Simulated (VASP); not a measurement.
# TaC (Fm-3m) in VASP: a series of runs

TaC is run at these levels: r2SCAN; tasks: single point.

All numbers are computed with VASP 6.6.1; they aren't measurements. Logs are shortened: lines on timing, memory, paths and dates and some standing lists are left out, and cuts for length are marked.

## Step 1: The cell of the first run

Symmetry: Fm-3m, No. 225, cubic system. The conventional cell has a = 4.446 Å, b = 4.446 Å, c = 4.446 Å, α = 90.00°, β = 90.00°, γ = 90.00°. Within 2.9 Å of Ta (site symmetry m-3m) lie 6 C at 2.22 Å. Within 2.9 Å of C (site symmetry m-3m) lie 6 Ta at 2.22 Å.

## Step 2: Single point, r2SCAN

POSCAR

```
TaC
1.0
    0.0000000000      2.2230000000      2.2230000000
    2.2230000000      0.0000000000      2.2230000000
    2.2230000000      2.2230000000      0.0000000000
Ta C
1 1
Direct
    0.0000000000      0.0000000000      0.0000000000
    0.5000000000      0.5000000000      0.5000000000
```

INCAR.step1

```
  ALGO = Normal
  EDIFF = 1E-5
  ENCUT = 660
  GGA = PE
  GGA_COMPAT = False
  ISMEAR = -1
  LASPH = True
  LCHARG = False
  LREAL = False
  LWAVE = True
  NBANDS = 14
  NELM = 120
  PREC = Accurate
  SIGMA = 0.15
```

INCAR.step2

```
  ALGO = Normal
  EDIFF = 1E-6
  ENCUT = 660
  GGA_COMPAT = False
  ISIF = 2
  ISMEAR = -1
  ISTART = 1
  LASPH = True
  LCHARG = False
  LMIXTAU = True
  LREAL = False
  LWAVE = False
  METAGGA = R2SCAN
  NBANDS = 14
  NELM = 120
  PREC = Accurate
  SIGMA = 0.15
```

KPOINTS

```
k-points
0
Gamma
  3 3 3
```

Potentials or basis: VASP PAW PBE potentials, release 64 (Ta_pv, C).

Command:

```
$ cat potpaw_PBE.64/Ta_pv/POTCAR potpaw_PBE.64/C/POTCAR > POTCAR
$ cp INCAR.step1 INCAR
$ mpirun -np 1 vasp_std > vasp.out
$ cp INCAR.step2 INCAR
$ mpirun -np 1 vasp_std > vasp.out
```

OUTCAR:

```text
EDIFF = 1E-6
   ENCUT = 660
   ISIF = 2
   ISMEAR = -1
   ISTART = 1
   LASPH = True
   LREAL = False
   METAGGA = R2SCAN
   NELM = 120
   PREC = Accurate

 ion  position               nearest neighbor table
   1  0.000  0.000  0.000-   2 2.22   2 2.22   2 2.22   2 2.22   2 2.22   2 2.22
   2  0.500  0.500  0.500-   1 2.22   1 2.22   1 2.22   1 2.22   1 2.22   1 2.22

  LATTYP: Found a face centered cubic cell.
 ALAT       =     4.4460000000

  Lattice vectors:

 A1 = (   0.0000000000,   2.2230000000,   2.2230000000)
 A2 = (   2.2230000000,   0.0000000000,   2.2230000000)
 A3 = (   2.2230000000,   2.2230000000,   0.0000000000)

Analysis of symmetry for initial positions (statically):
=====================================================================
 Subroutine PRICEL returns:
 Original cell was already a primitive cell.

 Routine SETGRP: Setting up the symmetry group for a
 face centered cubic supercell.

 Subroutine GETGRP returns: Found 48 space group operations
 (whereof 48 operations were pure point group operations)
 out of a pool of 48 trial point group operations.

The static configuration has the point symmetry O_h .

Analysis of symmetry for dynamics (positions and initial velocities):
=====================================================================
 Subroutine PRICEL returns:
 Original cell was already a primitive cell.

 Routine SETGRP: Setting up the symmetry group for a
 face centered cubic supercell.

 Subroutine GETGRP returns: Found 48 space group operations
 (whereof 48 operations were pure point group operations)
 out of a pool of 48 trial point group operations.

The dynamic configuration has the point symmetry O_h .

 Subroutine INISYM returns: Found 48 space group operations
 (whereof 48 operations are pure point group operations),
 and found     1 'primitive' translations

----------------------------------------------------------------------------------------

                                     Primitive cell

  volume of cell :      21.9709

  direct lattice vectors                    reciprocal lattice vectors
     0.000000000  2.223000000  2.223000000    -0.224921278  0.224921278  0.224921278
     2.223000000  0.000000000  2.223000000     0.224921278 -0.224921278  0.224921278
     2.223000000  2.223000000  0.000000000     0.224921278  0.224921278 -0.224921278

  length of vectors
     3.143796749  3.143796749  3.143796749     0.389575080  0.389575080  0.389575080

  position of ions in fractional coordinates (direct lattice)
     0.000000000  0.000000000  0.000000000
     0.500000000  0.500000000  0.500000000

  ion indices of the primitive-cell ions
   primitive index   ion index
                 1           1
                 2           2

----------------------------------------------------------------------------------------

 KPOINTS: k-points

Automatic generation of k-mesh.
 Grid dimensions read from file:
 generate k-points for:    3    3    3

 Generating k-lattice:

  Cartesian coordinates                     Fractional coordinates (reciprocal lattice)
    -0.074973759  0.074973759  0.074973759     0.333333333  0.000000000  0.000000000
     0.074973759 -0.074973759  0.074973759     0.000000000  0.333333333  0.000000000
     0.074973759  0.074973759 -0.074973759     0.000000000  0.000000000  0.333333333

  Length of vectors
     0.129858360  0.129858360  0.129858360

  Shift w.r.t. Gamma in fractional coordinates (k-lattice)
     0.000000000  0.000000000  0.000000000

 Subroutine IBZKPT returns following result:
 ===========================================

 Found      4 irreducible k-points:

 Following reciprocal coordinates:
            Coordinates               Weight
  0.000000  0.000000  0.000000      1.000000
  0.333333  0.000000  0.000000      8.000000
  0.333333  0.333333  0.000000      6.000000
 -0.333333  0.333333  0.000000     12.000000
   k-points           NKPTS =      4   k-points in BZ     NKDIM =      4   number of bands    NBANDS=     14
   number of dos      NEDOS =    301   number of ions     NIONS =      2
   total plane-waves  NPLWV =  21952
   dimension x,y,z NGX =    28 NGY =   28 NGZ =   28
   dimension x,y,z NGXF=    56 NGYF=   56 NGZF=   56
   ions per type =               1   1
   NGX,Y,Z   is equivalent  to a cutoff of  14.81, 14.81, 14.81 a.u.
   NGXF,Y,Z  is equivalent  to a cutoff of  29.61, 29.61, 29.61 a.u.
 SYSTEM =  unknown system
   PREC   = accura    normal or accurate (medium, high low for compatibility)
   ISTART =      1    job   : 0-new  1-cont  2-samecut
   ICHARG =      0    charge: 1-file 2-atom 10-const
   ISPIN  =      1    spin polarized calculation?
   LNONCOLLINEAR =      F non collinear calculations
   LSORBIT =      F    spin-orbit coupling
   LASPH  =      T    aspherical Exc in radial PAW
   ENCUT  =  660.0 eV  48.51 Ry    6.96 a.u.   6.59  6.59  6.59*2*pi/ulx,y,z
   NELM   =    120;   NELMIN=  2; NELMDL=  0     # of ELM steps
   EDIFF  = 0.1E-05   stopping-criterion for ELM
   LREAL  =      F    real-space projection
   EDIFFG = 0.1E-04   stopping-criterion for IOM
   NSW    =      0    number of steps for IOM
   IBRION =     -1    ionic relax: 0-MD 1-quasi-New 2-CG
   NFREE  =      0    steps in history (QN), initial steepest desc. (CG)
   ISIF   =      2    stress and relaxation
   ISYM   =      2    0-nonsym 1-usesym 2-fastsym
   POTIM  = 0.5000    time-step for ionic-motion
   TEBEG  =    0.0;   TEEND  =   0.0 temperature during run
   PSTRESS=    0.0 pullay stress
   NELECT =      15.0000    total number of electrons
   NUPDOWN=      -1.0000    fix difference up-down
   EMIN   =  10.00;   EMAX   =-10.00  energy-range for DOS
   EFERMI =   0.00;   METHOD = LEGACY
   ISMEAR =    -1;   SIGMA  =   0.15  broadening in eV -4-tet -1-fermi 0-gaus
   EFERMI_NEDOS =   21; number of points for ismear=-14 and -15
   IALGO  =     38    algorithm
   IMIX   =      4    mixing-type and parameters
     AMIX     =   0.40;   BMIX     =  1.00
     AMIX_MAG =   1.60;   BMIX_MAG =  1.00
  volume/ion in A,a.u.               =      10.99        74.13
  Fermi-wavevector in a.u.,A,eV,Ry     =   1.441526  2.724089 28.272865  2.077997
  Thomas-Fermi vector in A             =   2.560148
   LORBIT       =      0    0 simple, 1 ext, 2 COOP (PROOUT), +10 PAW based schemes
   METAGGA = R2SCAN    functional components
   LHFCALC =     F    Hartree Fock is set to
   AEXX    =    0.0000 exact exchange contribution
   IVDW    =     0    specifies the selected vdW correction
   LEPSILON=     F    determine dielectric tensor
   LRPA    =     F    only Hartree local field effects (RPA)
 non-spin polarized calculation
  energy-cutoff  :      660.00
  volume of cell :       21.97
 maximum number of plane-waves:       869
 NGX is ok and might be reduce to    28
   NGX = 13   NGY = 13   NGZ = 13

 number of electron      14.9999999 magnetization

 Free energy of the ion-electron system (eV)
  ---------------------------------------------------
  ext. energy  EPLUGINS =         0.00000000
  ---------------------------------------------------
  free energy    TOTEN  =       -59.47796807 eV

  energy without entropy =      -59.37882945  energy(sigma->0) =      -59.42839876

 E-fermi :   9.0785     XC(G=0): -14.2520

 val. band max:        8.0701601373   @ k =   0.0000   0.0000   0.0000
 cond. band min:       9.0844453059   @ k =   0.0000   0.0000   0.0000
 fundamental gap:      1.0142851685
 Fermi energy:         9.0785379250

 k-point     1 :       0.0000    0.0000    0.0000
  band No.  band energies     occupation
      1     -27.9897      2.00000
      2     -27.9897      2.00000
      3     -27.9897      2.00000
      4      -7.1635      2.00000
      5       7.1311      2.00000
      6       7.1311      2.00000
      7       7.1311      2.00000
      8       8.0702      1.99760
      9       8.0702      1.99760
     10       8.0702      1.99760
     11       9.0844      0.98031
     12       9.0844      0.98031
     13      15.7858      0.00000
     14      18.5275      0.00000

 k-point     2 :       0.3333    0.0000    0.0000
  band No.  band energies     occupation
      1     -28.5628      2.00000
      2     -28.0473      2.00000
      3     -28.0473      2.00000
      4      -4.4090      2.00000
      5       1.4960      2.00000
      6       3.3601      2.00000
      7       3.3601      2.00000
      8       9.9858      0.00471
      9       9.9858      0.00471
     10      10.4551      0.00021
     11      16.6032      0.00000
     12      16.6032      0.00000
     13      17.2610      0.00000
     14      18.5198      0.00000

 k-point     3 :       0.3333    0.3333    0.0000
  band No.  band energies     occupation
      1     -28.5012      2.00000
      2     -28.1857      2.00000
      3     -28.1857      2.00000
      4      -4.9516      2.00000
      5       2.1534      2.00000
      6       4.4596      2.00000
      7       6.1697      2.00000
      8       6.1697      2.00000
      9      10.5114      0.00014
     10      12.7114      0.00000
     11      12.7114      0.00000
     12      15.6385      0.00000
     13      18.5124      0.00000
     14      20.1076      0.00000

 k-point     4 :      -0.3333    0.3333    0.0000
  band No.  band energies     occupation
      1     -28.4893      2.00000
      2     -28.4627      2.00000
      3     -28.1462      2.00000
      4      -3.8028      2.00000
      5       1.4756      2.00000
      6       3.2631      2.00000
      7       3.7476      2.00000
      8       9.2126      0.58072
      9      11.1234      0.00000
     10      12.5401      0.00000
     11      14.5330      0.00000
     12      16.8400      0.00000
     13      18.5179      0.00000
     14      20.3619      0.00000

------------------------ aborting loop because EDIFF is reached ----------------------------------------

  FORCE on cell =-STRESS in cart. coord.  units (eV):
  Direction    XX          YY          ZZ          XY          YZ          ZX
  --------------------------------------------------------------------------------------
  -------------------------------------------------------------------------------------
  Total        1.3233043      1.3233043      1.3233043      0.0000000      0.0000000      0.0000000
  in kB       96.4987991     96.4987991     96.4987991      0.0000000      0.0000000      0.0000000
  external PRESSURE =      96.4987991 kB  Pullay stress =       0.0000000 kB

 VOLUME and BASIS-vectors are now :
 -----------------------------------------------------------------------------
  energy-cutoff  :      660.00
  volume of cell :       21.97
      direct lattice vectors                 reciprocal lattice vectors
     0.000000000  2.223000000  2.223000000    -0.224921278  0.224921278  0.224921278
     2.223000000  0.000000000  2.223000000     0.224921278 -0.224921278  0.224921278
     2.223000000  2.223000000  0.000000000     0.224921278  0.224921278 -0.224921278

 POSITION                                       TOTAL-FORCE (eV/Angst)
 -----------------------------------------------------------------------------------
      0.00000      0.00000      0.00000         0.000000     -0.000000      0.000000
      2.22300      2.22300      2.22300        -0.000000      0.000000     -0.000000
 -----------------------------------------------------------------------------------
    total drift:                                0.000000      0.000000      0.000000

  FREE ENERGIE OF THE ION-ELECTRON SYSTEM (eV)
  ---------------------------------------------------
  free  energy   TOTEN  =       -59.4779680677 eV

  energy  without entropy=      -59.3788294545  energy(sigma->0) =      -59.42839876
```

It took 24 s on 1 thread of AMD EPYC 7R43 (Zen 3), shared host; peak memory 0.13 GiB.

What came out:

```
Free energy : -59.4780 eV
Pressure    : 9.6 GPa
```

Levels at points of the mesh, in eV from the Fermi level:
```
           k point  band 4  band 5  band 6  band 7  band 8  band 9  band 10  band 11
(0.00, 0.00, 0.00)  -16.24   -1.95   -1.95   -1.95   -1.01   -1.01    -1.01     0.01
```

Caveat: the k points lie up to 0.82 Å⁻¹ apart; the PAW data sets were made with another functional, which shifts forces and pressure a little; spin-orbit coupling is left out, which moves the levels of the heavy elements.

(Continued in part 2 of 2.)
